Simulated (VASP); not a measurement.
# TaV (Cmmm) in VASP: notebook

Runs on TaV. Level: LDA. Tasks: relaxation of cell and atoms, single point.

Program: VASP 6.6.1. These are calculated values, not measurements. Logs are shortened: lines on timing, memory, paths and dates and some standing lists are left out, and cuts for length are marked.

## (1) The cell of the first run

The structure is orthorhombic, space group Cmmm (No. 65). Conventional cell: a = 3.213 Å, b = 4.616 Å, c = 4.341 Å, α = 90.00°, β = 90.00°, γ = 90.00°. Within 3.6 Å of Ta (site symmetry mmm) lie 8 V at 2.70 to 3.17 Å and 6 Ta at 2.81 to 3.21 Å. Within 3.6 Å of V (site symmetry mmm) lie 8 Ta at 2.70 to 3.17 Å and 6 V at 2.81 to 3.21 Å.

## (2) Relaxation of cell and atoms, LDA, collinear spin, ferromagnetic start

File INCAR:

```
SYSTEM = TaV
PREC = Accurate ; ENCUT = 600
EDIFF = 1E-6 ; ISMEAR = -1
SIGMA = 0.05 ; LREAL = .False.
LASPH = .True. ; NELM = 150
ALGO = Normal ; ISIF = 3
LWAVE = .False. ; LCHARG = .False.
ISPIN = 2 ; MAGMOM = 0 2
LORBIT = 11 ; LMAXMIX = 4
IBRION = 2 ; NSW = 80
EDIFFG = -0.01
```

File KPOINTS:

```
Automatic mesh
0
Gamma
  7 7 5
  0 0 0
```

File POSCAR:

```
TaV
1.0
    1.6067000000     -2.3077750000      0.0000000000
    1.6067000000      2.3077750000      0.0000000000
    0.0000000000      0.0000000000      4.3413610000
Ta V
1 1
Direct
    0.0000000000      0.0000000000      0.0000000000
    0.5000000000      0.5000000000      0.5000000000
```

Potentials or basis: VASP PAW LDA potentials, release 64 (Ta_pv, V_sv).

Command:

```
> cat potpaw_LDA.64/Ta_pv/POTCAR potpaw_LDA.64/V_sv/POTCAR > POTCAR
> mpirun -np 1 vasp_std > vasp.out
```

OUTCAR:

```text
SYSTEM = TaV
   PREC = Accurate
   ENCUT = 600
   EDIFF = 1E-6
   ISMEAR = -1
   LREAL = .False.
   LASPH = .True.
   NELM = 150
   ISIF = 3
   ISPIN = 2
   LORBIT = 11
   IBRION = 2
   NSW = 80
   EDIFFG = -0.01

 ion  position               nearest neighbor table
   1  0.000  0.000  0.000-   2 2.70   2 2.70   2 2.70   2 2.70   2 3.17   2 3.17   2 3.17   2 3.17

   2  0.500  0.500  0.500-   1 2.70   1 2.70   1 2.70   1 2.70   1 3.17   1 3.17   1 3.17   1 3.17

  LATTYP: Found a base centered orthorhombic cell.
 ALAT       =     3.2134000000
 B/A-ratio  =     1.4363446816
 C/A-ratio  =     1.3510179249

  Lattice vectors:

 A1 = (   1.6067000000,  -2.3077750000,   0.0000000000)
 A2 = (   1.6067000000,   2.3077750000,   0.0000000000)
 A3 = (   0.0000000000,   0.0000000000,   4.3413610000)

Analysis of symmetry for initial positions (statically):
=====================================================================
 Subroutine PRICEL returns:
 Original cell was already a primitive cell.

 Routine SETGRP: Setting up the symmetry group for a
 base centered orthorhombic supercell.

 Subroutine GETGRP returns: Found  8 space group operations
 (whereof  8 operations were pure point group operations)
 out of a pool of  8 trial point group operations.

The static configuration has the point symmetry D_2h.

Analysis of symmetry for dynamics (positions and initial velocities):
=====================================================================
 Subroutine PRICEL returns:
 Original cell was already a primitive cell.

 Routine SETGRP: Setting up the symmetry group for a
 base centered orthorhombic supercell.

 Subroutine GETGRP returns: Found  8 space group operations
 (whereof  8 operations were pure point group operations)
 out of a pool of  8 trial point group operations.

The dynamic configuration has the point symmetry D_2h.

Analysis of structural, dynamic, and magnetic symmetry:
=====================================================================
 Subroutine PRICEL returns:
 Original cell was already a primitive cell.

 Routine SETGRP: Setting up the symmetry group for a
 base centered orthorhombic supercell.

 Subroutine GETGRP returns: Found  8 space group operations
 (whereof  8 operations were pure point group operations)
 out of a pool of  8 trial point group operations.

The overall configuration has the point symmetry D_2h.

 Subroutine INISYM returns: Found  8 space group operations
 (whereof  8 operations are pure point group operations),
 and found     1 'primitive' translations

----------------------------------------------------------------------------------------

                                     Primitive cell

  volume of cell :      32.1947

  direct lattice vectors                    reciprocal lattice vectors
     1.606700000 -2.307775000  0.000000000     0.311196863 -0.216658903  0.000000000
     1.606700000  2.307775000  0.000000000     0.311196863  0.216658903  0.000000000
     0.000000000  0.000000000  4.341361000     0.000000000  0.000000000  0.230342512

  length of vectors
     2.811994015  2.811994015  4.341361000     0.379189356  0.379189356  0.230342512

  position of ions in fractional coordinates (direct lattice)
     0.000000000  0.000000000  0.000000000
     0.500000000  0.500000000  0.500000000

  ion indices of the primitive-cell ions
   primitive index   ion index
                 1           1
                 2           2

----------------------------------------------------------------------------------------

 KPOINTS: Automatic mesh

Automatic generation of k-mesh.
 Grid dimensions read from file:
 generate k-points for:    7    7    5

 Generating k-lattice:

  Cartesian coordinates                     Fractional coordinates (reciprocal lattice)
     0.044456695 -0.030951272  0.000000000     0.142857143  0.000000000  0.000000000
     0.044456695  0.030951272  0.000000000     0.000000000  0.142857143  0.000000000
     0.000000000  0.000000000  0.046068502     0.000000000  0.000000000  0.200000000

  Length of vectors
     0.054169908  0.054169908  0.046068502

  Shift w.r.t. Gamma in fractional coordinates (k-lattice)
     0.000000000  0.000000000  0.000000000

 Subroutine IBZKPT returns following result:
 ===========================================

 Found     48 irreducible k-points:

 Following reciprocal coordinates:
            Coordinates               Weight
  0.000000  0.000000  0.000000      1.000000
  0.142857  0.000000  0.000000      4.000000
  0.285714 -0.000000  0.000000      4.000000
  0.428571  0.000000  0.000000      4.000000
  0.142857  0.142857  0.000000      2.000000
  0.285714  0.142857  0.000000      4.000000
[... 16 lines left out ...]
  0.428571  0.142857  0.200000      8.000000
 -0.428571  0.142857  0.200000      8.000000
 [... further k-points ...]
   k-points           NKPTS =     48   k-points in BZ     NKDIM =     48   number of bands    NBANDS=     17
   number of dos      NEDOS =    301   number of ions     NIONS =      2
   total plane-waves  NPLWV =  20736
   dimension x,y,z NGX =    24 NGY =   24 NGZ =   36
   dimension x,y,z NGXF=    48 NGYF=   48 NGZF=   72
   ions per type =               1   1
   NGX,Y,Z   is equivalent  to a cutoff of  14.19, 14.19, 13.79 a.u.
   NGXF,Y,Z  is equivalent  to a cutoff of  28.38, 28.38, 27.57 a.u.
 SYSTEM =  TaV
   PREC   = accura    normal or accurate (medium, high low for compatibility)
   ISTART =      0    job   : 0-new  1-cont  2-samecut
   ICHARG =      2    charge: 1-file 2-atom 10-const
   ISPIN  =      2    spin polarized calculation?
   LNONCOLLINEAR =      F non collinear calculations
   LSORBIT =      F    spin-orbit coupling
   LASPH  =      T    aspherical Exc in radial PAW
   ENCUT  =  600.0 eV  44.10 Ry    6.64 a.u.   5.62  5.62  8.67*2*pi/ulx,y,z
   NELM   =    150;   NELMIN=  2; NELMDL= -5     # of ELM steps
   EDIFF  = 0.1E-05   stopping-criterion for ELM
   LREAL  =      F    real-space projection
   EDIFFG = -.1E-01   stopping-criterion for IOM
   NSW    =     80    number of steps for IOM
   IBRION =      2    ionic relax: 0-MD 1-quasi-New 2-CG
   NFREE  =      1    steps in history (QN), initial steepest desc. (CG)
   ISIF   =      3    stress and relaxation
   ISYM   =      2    0-nonsym 1-usesym 2-fastsym
   POTIM  = 0.5000    time-step for ionic-motion
   TEBEG  =    0.0;   TEEND  =   0.0 temperature during run
   PSTRESS=    0.0 pullay stress
   NELECT =      24.0000    total number of electrons
   NUPDOWN=      -1.0000    fix difference up-down
   EMIN   =  10.00;   EMAX   =-10.00  energy-range for DOS
   EFERMI =   0.00;   METHOD = LEGACY
   ISMEAR =    -1;   SIGMA  =   0.05  broadening in eV -4-tet -1-fermi 0-gaus
   EFERMI_NEDOS =   21; number of points for ismear=-14 and -15
   IALGO  =     38    algorithm
   IMIX   =      4    mixing-type and parameters
     AMIX     =   0.40;   BMIX     =  1.00
     AMIX_MAG =   1.60;   BMIX_MAG =  1.00
  volume/ion in A,a.u.               =      16.10       108.63
  Fermi-wavevector in a.u.,A,eV,Ry     =   1.484399  2.805107 29.979609  2.203439
  Thomas-Fermi vector in A             =   2.597940
   LORBIT       =     11    0 simple, 1 ext, 2 COOP (PROOUT), +10 PAW based schemes
   GGA     = CA    functional components
   LHFCALC =     F    Hartree Fock is set to
   AEXX    =    0.0000 exact exchange contribution
   IVDW    =     0    specifies the selected vdW correction
   LEPSILON=     F    determine dielectric tensor
   LRPA    =     F    only Hartree local field effects (RPA)
 conjugate gradient relaxation of ions
 spin polarized calculation
  energy-cutoff  :      600.00
  volume of cell :       32.19
 maximum number of plane-waves:      1103
   NGX = 11   NGY = 11   NGZ = 17

--------------------------------------- Ionic step        1  -------------------------------------------

 number of electron      24.0000002 magnetization       0.0223969

 number of electron      24.0000002 magnetization      -0.0005693

 Free energy of the ion-electron system (eV)
  ---------------------------------------------------
  ext. energy  EPLUGINS =         0.00000000
  ---------------------------------------------------
  free energy    TOTEN  =       -22.53447956 eV

  energy without entropy =      -22.50114653  energy(sigma->0) =      -22.51781305

------------------------ aborting loop because EDIFF is reached ----------------------------------------

  FORCE on cell =-STRESS in cart. coord.  units (eV):
  Direction    XX          YY          ZZ          XY          YZ          ZX
  --------------------------------------------------------------------------------------
  -------------------------------------------------------------------------------------
  Total       -2.5481558     -2.3552793     -2.3615795     -0.0000000      0.0000000      0.0000000
  in kB     -126.8096809   -117.2111278   -117.5246565     -0.0000000      0.0000000      0.0000000
  external PRESSURE =    -120.5151550 kB  Pullay stress =       0.0000000 kB
[... 247 lines left out ...]
--------------------------------------- Ionic step        8  -------------------------------------------

 number of electron      23.9999997 magnetization       0.0000021

 Free energy of the ion-electron system (eV)
  ---------------------------------------------------
  ext. energy  EPLUGINS =         0.00000000
  ---------------------------------------------------
  free energy    TOTEN  =       -22.61660380 eV

  energy without entropy =      -22.58892715  energy(sigma->0) =      -22.60276547

 E-fermi :   7.5652     XC(G=0): -13.1971

 val. band max:        7.5647444395   @ k =   0.1429   0.1429   0.2000
 cond. band min:       7.5809839386   @ k =   0.0000   0.0000   0.4000
 fundamental gap:      0.0162394992
 Fermi energy:         7.5651978540

 spin component 1

 k-point     1 :       0.0000    0.0000    0.0000
  band No.  band energies     occupation
      1     -55.2518      1.00000
      2     -29.6347      1.00000
      3     -29.3654      1.00000
      4     -29.2754      1.00000
      5     -25.6058      1.00000
      6     -25.1143      1.00000
[... 457 lines left out ...]
      4     -29.3915      1.00000
      5     -26.1309      1.00000
      6     -25.5263      1.00000
[... 9 lines left out ...]
     16      11.2206      0.00000
     17      12.1816      0.00000

 [... further k-points ...]

 spin component 2

 k-point     1 :       0.0000    0.0000    0.0000
  band No.  band energies     occupation
      1     -55.2518      1.00000
      2     -29.6347      1.00000
      3     -29.3654      1.00000
      4     -29.2754      1.00000
      5     -25.6058      1.00000
      6     -25.1143      1.00000
[... 457 lines left out ...]
      4     -29.3915      1.00000
      5     -26.1309      1.00000
      6     -25.5263      1.00000
[... 9 lines left out ...]
     16      11.2206      0.00000
     17      12.1816      0.00000

 [... further k-points ...]

------------------------ aborting loop because EDIFF is reached ----------------------------------------

  FORCE on cell =-STRESS in cart. coord.  units (eV):
  Direction    XX          YY          ZZ          XY          YZ          ZX
  --------------------------------------------------------------------------------------
  -------------------------------------------------------------------------------------
  Total        0.0107041      0.0116835      0.0044380      0.0000000      0.0000000      0.0000000
  in kB        0.5691670      0.6212441      0.2359832      0.0000000      0.0000000      0.0000000
  external PRESSURE =       0.4754648 kB  Pullay stress =       0.0000000 kB
[... 17 lines left out ...]
  FREE ENERGIE OF THE ION-ELECTRON SYSTEM (eV)
  ---------------------------------------------------
  free  energy   TOTEN  =       -22.6166038013 eV

  energy  without entropy=      -22.5889271481  energy(sigma->0) =      -22.60276547

 reached required accuracy - stopping structural energy minimisation

 total charge

# of ion       s       p       d       tot
------------------------------------------
    1        0.409   6.171   2.575   9.154
    2        2.329   6.213   3.133  11.675
--------------------------------------------------
tot          2.738  12.384   5.708  20.829

 magnetization (x)

# of ion       s       p       d       tot
------------------------------------------
    1        0.000   0.000  -0.000  -0.000
    2       -0.000   0.000   0.000   0.000
--------------------------------------------------
tot         -0.000   0.000   0.000   0.000
```

Wall time 5.9 min (1 thread of Intel Xeon 8259CL, shared host); peak memory 0.2 GiB.

Results:

| Quantity | Value |
| --- | --- |
| Free energy | -22.6166 eV |
| Relaxed volume | 15.07 Å³/atom |
| Relaxed cell | a = 2.754 Å, b = 2.754 Å, c = 4.246 Å, α = 90.00°, β = 90.00°, γ = 110.71° |
| Space group after relaxing (to 0.1 Å) | Cmmm (No. 65) |
| Energy gained by relaxing | 41.1 meV/atom |
| Ionic steps | 8 |
| Pressure after relaxing | 0.0 GPa |
| Band gap on the k mesh | zero (filled and empty bands overlap) |
| Net moment | 0.00 μB per cell |
| Valence electrons inside the program's atomic spheres | Ta 9.15; V 11.68 |

Step by step:
```csv
step,energy change (eV),largest force (eV/Å),pressure (GPa),volume (Å³)
1,0.0000,0.0000,-12.05,32.19
2,0.1924,0.0000,29.39,26.88
3,-0.0818,0.0000,-0.31,30.21
4,-0.0819,0.0000,-0.26,30.17
5,-0.0813,0.0000,1.14,29.97
6,-0.0819,0.0000,0.02,30.13
7,-0.0821,0.0000,0.04,30.13
8,-0.0821,0.0000,0.05,30.13
```

Final structure:
```xyz
2
Lattice="1.5658 -2.2661 0.0000 1.5658 2.2661 0.0000 0.0000 0.0000 4.2460" Properties=species:S:1:pos:R:3 pbc="T T T"
Ta    0.0000    0.0000    0.0000
V     1.5658    0.0000    2.1230
```

Caveat: spin-orbit coupling is left out, which moves the levels of the heavy elements.

## (3) Single point, LDA, non-collinear spin, typed start, spin-orbit coupling

This run uses another cell than the first one, of 14.99 Å³/atom.

File INCAR:

```
ALGO     = Normal         # electronic algorithm
EDIFF    = 1E-6           # SCF threshold, eV
ENCUT    = 520            # plane-wave cutoff, eV
GGA      = CA             # functional
GGA_COMPAT= F            
ISIF     = 2              # what is computed and relaxed
ISMEAR   = -1             # smearing method
LASPH    = T              # aspherical terms in the spheres
LCHARG   = F              # write CHGCAR
LMAXMIX  = 4              # l up to which the mixer works
LNONCOLLINEAR= T              # non-collinear magnetism
LORBIT   = 11             # projections on sites
LORBMOM  = T            
LREAL    = F              # projectors in reciprocal space
LSORBIT  = T              # spin-orbit coupling
LWAVE    = F              # write WAVECAR
MAGMOM   = 0 0 0 0 0 2    # initial moments
NBANDS   = 36             # bands
NELM     = 150            # most SCF steps
PREC     = Accurate       # precision mode
SIGMA    = 0.05           # smearing width, eV
```

File KPOINTS:

```
k-points
0
Gamma
  7 7 5
```

File POSCAR:

```
TaV
1.0
    1.5637521268     -2.2633913105      0.0000000000
    1.5637521268      2.2633913105      0.0000000000
    0.0000000000      0.0000000000      4.2342317492
Ta V
1 1
Direct
    0.0000000000      0.0000000000      0.0000000000
    0.5000000000      0.5000000000      0.5000000000
```

Potentials or basis: VASP PAW LDA potentials, release 64 (Ta_pv, V_sv).

Command:

```
> cat potpaw_LDA.64/Ta_pv/POTCAR potpaw_LDA.64/V_sv/POTCAR > POTCAR
> mpirun -np 1 vasp_ncl > vasp.out
```

Wall time 3.1 min (1 thread of Intel Xeon 8259CL, shared host); peak memory 0.26 GiB.

The run converged. Its results:

| Item | Value |
| --- | --- |
| Free energy | -23.3725 eV |
| Pressure | 0.7 GPa |
| Net moment | 0.00 μB per cell |
| Valence electrons inside the program's atomic spheres | Ta 9.18; V 11.68 |

Stress tensor (GPa, compression positive):
```
0.90 0.00 0.00
0.00 0.65 0.00
0.00 0.00 0.50
```

Moments on the atoms (μB; x, y, z):
```
Ta  0.00 0.00 0.00
V   0.00 0.00 0.00
```
